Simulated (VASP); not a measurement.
## LiF: single point with PBE

The system is LiF.

```xyz
2
Lattice="0.0000 1.9779 1.9779 1.9779 0.0000 1.9779 1.9779 1.9779 0.0000" Properties=species:S:1:pos:R:3 pbc="T T T"
Li    0.0000    0.0000    0.0000
F     1.9779    1.9779    1.9779
```

```yaml
Program: VASP 6.6.1
Task: single point
Functional: PBE
Potentials_or_basis: VASP PAW PBE potentials, release 64 (Li_sv, F)
Cutoff: 750 eV
k_mesh: 4 × 4 × 4
Occupations: gaussian, width 0.01 eV
Spin: no spin polarisation
```

```json
{
 "Pressure": "6.0 GPa",
 "Band gap on the k mesh": "9.57 eV, direct"
}
```

Levels at points of the mesh, in eV from the valence-band top:
```
           k point  band 1  band 2  band 3  band 4  band 5  band 6  band 7  band 8  band 9  band 10
(0.00, 0.00, 0.00)  -40.80  -20.13    0.00    0.00    0.00    9.57   24.70   24.70   24.70    24.87
(0.50, 0.00, 0.00)  -40.72  -19.65   -2.69   -0.25   -0.25   11.07   17.38   19.34   19.34    31.34
(0.50, 0.50, 0.00)  -40.70  -19.34   -3.25   -1.08   -1.08   15.33   16.73   18.10   20.89    20.89
```

Run time: 4.7 s on 1 thread of Intel Xeon 6975P-C, with other jobs on the host, peak memory 0.14 GiB.

Caveat: the k points lie up to 0.69 Å⁻¹ apart. Expect the measured gap to be larger: semilocal functionals such as PBE lack the derivative discontinuity.
